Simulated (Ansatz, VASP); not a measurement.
# V: VASP beside Ansatz

INCAR

```
PREC = Accurate ; ENCUT = 600
EDIFF = 1E-6 ; ISMEAR = 0
SIGMA = 0.1 ; LREAL = False
LASPH = True ; NELM = 100
ALGO = Fast ; ISIF = 3
LWAVE = False ; LCHARG = False
GGA = PE ; IBRION = 2
NSW = 80 ; EDIFFG = -0.01
```

File KPOINTS:

```
regular mesh
0
Gamma
  12 12 14
```

POSCAR

```
V
1.0
    2.1796930140     -4.4220654798      0.0000000000
    2.1796930140      4.4220654798      0.0000000000
    0.0000000000      0.0000000000      2.8935463407
V
4
Direct
    0.6372647191      0.3627352809      0.5000123043
    0.8627352809      0.1372647191      1.0000123043
    0.3627352809      0.6372647191      0.4999876957
    0.1372647191      0.8627352809     -0.0000123043
```

Input for Ansatz:

```yaml
crystal:
  lattice:
    - [2.179693014, -4.4220654798, 0.0]
    - [2.179693014, 4.4220654798, 0.0]
    - [0.0, 0.0, 2.8935463407]
  atoms:
    - { symbol: V, position: [0.6372647191, 0.3627352809, 0.5000123043] }
    - { symbol: V, position: [0.8627352809, 0.1372647191, 1.0000123043] }
    - { symbol: V, position: [0.3627352809, 0.6372647191, 0.4999876957] }
    - { symbol: V, position: [0.1372647191, 0.8627352809, -1.23043e-05] }
basis:
  ecutwfc: 420
kpoints:
  mp_grid: { grid: [12, 12, 14] }
hamiltonian:
  xc: pbe
scf:
  occupations: { method: gaussian, width: 0.1 }
output:
  forces: true
  stress: true
  eigenvalues: true
relax:
  adjacent_minimum: "off"
  f_tol: 0.01
  max_steps: 60
  cell: { stress_tol: 0.1 }
```

Alike in both runs: task relaxation of cell and atoms; functional PBE; k mesh 12 × 12 × 14; occupations gaussian, width 0.1 eV; no spin polarisation.

```csv
,VASP,Ansatz
version,VASP 6.6.1,Ansatz 0.2.0
potentials or method,"VASP PAW PBE potentials, release 64 (V_sv), cutoff 600 eV","scalar-relativistic, plane waves, PAW"
valence electrons in the cell,52,52
```

Ansatz gave:

```
gap on the k mesh at the Fermi level, each at its own relaxed structure (eV) : none
relaxed volume (Å³/atom)                                                     : 13.94
relaxed length of the cell vector where the two differ most in proportion (Å)              : 4.966
```

Question: What did VASP give for the same quantities?

Answer: gap on the k mesh at the Fermi level, each at its own relaxed structure (eV): none; relaxed volume (Å³/atom): 13.95; relaxed length of the cell vector where the two differ most in proportion (Å): 4.972.

A gap of «none» marks a metal or a gap that the smearing closes.
